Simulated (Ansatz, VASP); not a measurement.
# Two plane-wave programs on GaSb

```
Ga Sb
1.0
     7.44239    0.00000    0.00000
     0.00000    7.44239    0.00000
     0.00000    0.00000    4.27247
Ga Sb
4 4
Direct
  0.66730 0.66730 0.50000
  0.16730 0.83270 0.25000
  0.33270 0.33270 0.00000
  0.83270 0.16730 0.75000
  0.82681 0.82681 0.00000
  0.32681 0.67319 0.75000
  0.17319 0.17319 0.50000
  0.67319 0.32681 0.25000
```

Alike in both runs: functional PBE; k mesh 4 × 4 × 4; occupations gaussian, width 0.1 eV; no spin polarisation.

Ansatz relaxed the structure, and its values are those at the end. VASP's run is a single point on that final structure, the one shown.

```csv
,VASP,Ansatz
version,VASP 6.6.1,Ansatz 0.2.0
potentials or method,"VASP PAW PBE potentials, release 64 (Ga_d, Sb), cutoff 520 eV","scalar-relativistic, plane waves, PAW"
valence electrons in the cell,72,112
```

VASP gave:

* gap on the k mesh at the Fermi level (eV): none
* pressure (GPa): 0.0
* rms of the force components (eV/Å): 0.020

Q: Estimate Ansatz's values.

A: gap on the k mesh at the Fermi level (eV): none; pressure (GPa): -0.1; rms of the force components (eV/Å): 0.020.

A gap of «none» marks a metal or a gap that the smearing closes. The functional is the same, so the differences come from potentials, cutoffs and numerics. VASP's potentials hold 72 valence electrons a cell and Ansatz's 112, so a difference there can come from the potentials and not from the codes.

The k mesh is coarse, so the values compare programs but aren't converged. Spin-orbit coupling is off throughout.
